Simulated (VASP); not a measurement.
Runs of VASP 6.6.1 on Sb. The structure is that of space group I4/mmm (No. 139), or close to it. The cells are those of the table. 

```csv
task,spin,cell,gap on the mesh (eV),pressure (GPa)
single point,off,"a = 3.325 Å, angles 126.2, 126.2, 79.6°, 1 atom",none,(a)
electric field gradients,off,"a = 3.212 Å, angles 124.1, 124.1, 83.0°, 1 atom",none,23.4
single point,off,"a = 3.212 Å, angles 124.1, 124.1, 83.0°, 1 atom",none,23.4
single point,off,"a = 3.254 Å, angles 125.5, 125.5, 80.7°, 1 atom",none,22.3
electric field gradients,off,"a = 3.295 Å, angles 125.2, 125.2, 81.3°, 1 atom",none,16.0
electric field gradients,off,"a = 3.241 Å, angles 125.2, 125.2, 81.3°, 1 atom",none,22.9
electric field gradients,off,"a = 3.322 Å, angles 125.2, 125.2, 81.3°, 1 atom",none,13.1
electric field gradients,off,"a = 3.213 Å, angles 125.2, 125.2, 81.3°, 1 atom",none,(b)
single point,off,"a = 3.296 Å, angles 124.5, 124.5, 82.4°, 1 atom",none,14.0
single point,off,"a = 3.306 Å, angles 125.8, 125.8, 80.2°, 1 atom",none,16.9
electric field gradients,"non-collinear, zero start, SOC","a = 3.268 Å, angles 125.2, 125.2, 81.3°, 1 atom",-,19.4
```

Alike in all rows: level PBE; potentials or basis VASP PAW PBE potentials, release 64 (Sb); k mesh 19 × 19 × 19; cutoff (eV) 520; smearing fermi-dirac 0.05 eV.

**Question.** Fill in the values left out.

**Answer.** (a) 15.8; (b) 27.1.

Caveats: the cell stands under pressure; spin-orbit coupling is left out, which moves the levels of the heavy elements (at least some runs).

A k mesh can miss the band edges, and rows without SOC leave out spin-orbit coupling on Sb.

A gap of «none» marks levels without a gap at the run's occupations.
